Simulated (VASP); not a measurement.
## Bi2TeO3: single point with PBE

Bi2TeO3:

```
Bi Te O
1.0
     3.51605    0.00000    0.00000
     0.00000    3.51605    0.00000
     0.00000    0.00000    8.69843
Bi Te O
2 1 3
Direct
  0.00000 0.50000 0.66618
  0.50000 0.00000 0.33382
  0.00000 0.00000 0.00000
  0.50000 0.50000 0.00000
  0.00000 0.50000 0.39929
  0.50000 0.00000 0.60071
```

The cell was generated, and may not be a known phase.

| Item | Value |
| --- | --- |
| Program | VASP 6.6.1 |
| Task | single point |
| Functional | PBE |
| Potentials or basis | VASP PAW PBE potentials, release 64 (Bi_d, Te, O) |
| Cutoff | 520 eV |
| k mesh | 10 × 10 × 6 |
| Occupations | gaussian, width 0.1 eV |
| Spin | no spin polarisation |

| Property | Result |
| --- | --- |
| Pressure | -0.1 GPa |
| Largest force | 0.029 eV/Å |
| Band gap on the k mesh | zero (bands 27 and 28 overlap by 2.19 eV) |

Forces on the atoms (eV/Å):
```
Bi   0.000  0.000  0.029
Bi   0.000  0.000 -0.029
Te   0.000  0.000  0.000
O    0.000  0.000  0.000
O    0.000  0.000 -0.022
O    0.000  0.000  0.022
```

Stress tensor (GPa, compression positive):
```
-0.18  0.00  0.00
 0.00 -0.18  0.00
 0.00  0.00  0.03
```

Levels at points of the mesh, in eV from the Fermi level:
| k point | band 25 | band 26 | band 27 | band 28 | band 29 | band 30 |
| --- | --- | --- | --- | --- | --- | --- |
| (0.00, 0.00, 0.00) | -2.83 | -1.07 | 1.34 | 2.62 | 2.62 | 2.81 |
| (0.50, 0.00, 0.00) | -2.47 | -2.13 | -2.06 | -0.83 | -0.15 | 0.34 |
| (0.50, 0.50, 0.00) | -3.08 | -2.19 | 1.33 | 1.33 | 1.54 | 1.67 |
| (0.00, 0.00, 0.50) | -3.09 | -0.85 | 0.37 | 2.52 | 2.52 | 2.70 |
| (0.50, 0.00, 0.50) | -2.48 | -2.18 | -2.03 | -0.85 | -0.52 | 0.32 |
| (0.50, 0.50, 0.50) | -3.13 | -2.29 | 1.18 | 1.18 | 1.33 | 1.33 |

Wall time 4.7 min on 1 thread of Intel(R) Xeon(R) Platinum 8259CL CPU @ 2.50GHz (Skylake/Cascade Lake), with other jobs on the host, peak memory 0.42 GiB.

Caveat: spin-orbit coupling is left out, which moves the levels of the heavy elements.
